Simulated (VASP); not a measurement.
A run of VASP 6.6.1 is set up as follows.

The input INCAR:

```
SYSTEM = Pd
PREC     = Accurate       ! precision mode
ENCUT    = 520            ! plane-wave cutoff, eV
EDIFF    = 1E-7           ! SCF threshold, eV
ISMEAR   = -1             ! smearing method
SIGMA    = 0.1            ! smearing width, eV
LREAL    = .FALSE.        ! projectors in reciprocal space
LASPH    = .TRUE.         ! aspherical terms in the spheres
NELM     = 100            ! most SCF steps
ALGO     = Normal         ! electronic algorithm
ISIF     = 2              ! what is computed and relaxed
LWAVE    = .FALSE.        ! write WAVECAR
LCHARG   = .TRUE.         ! write CHGCAR
GGA      = CA             ! functional
LELF     = .TRUE.         ! ELF
LVHAR    = .TRUE.       
NBANDS   = 28             ! bands
```

Contents of KPOINTS:

```
regular mesh
0
G
  18 18 5
  0 0 0
```

Contents of POSCAR:

```
Pd
1.0
    2.7093932686      0.0000000000      0.0000000000
   -1.3546966343      2.3464033994      0.0000000000
    0.0000000000      0.0000000000      8.9344551389
Pd
4
Direct
    1.0000000000      1.0000000000      0.0000000000
    1.0000000000      0.0000000000      0.5000000000
    0.3333333333      0.6666666667      0.2500000000
    0.6666666667      0.3333333333      0.7500000000
```

Potentials or basis: VASP PAW LDA potentials, release 64 (Pd).

Launch:

```sh
$ cat potpaw_LDA.64/Pd/POTCAR > POTCAR
$ mpirun -np 1 vasp_std > vasp.out
```

Estimate the band gap on the k mesh.

zero (band 20 reaches 10.51 eV, above the bottom of band 21 at 9.49 eV).

Estimate the pressure.

0.3 GPa.

Stress tensor (GPa, compression positive):
```
0.33 0.00 0.00
0.00 0.33 0.00
0.00 0.00 0.11
```
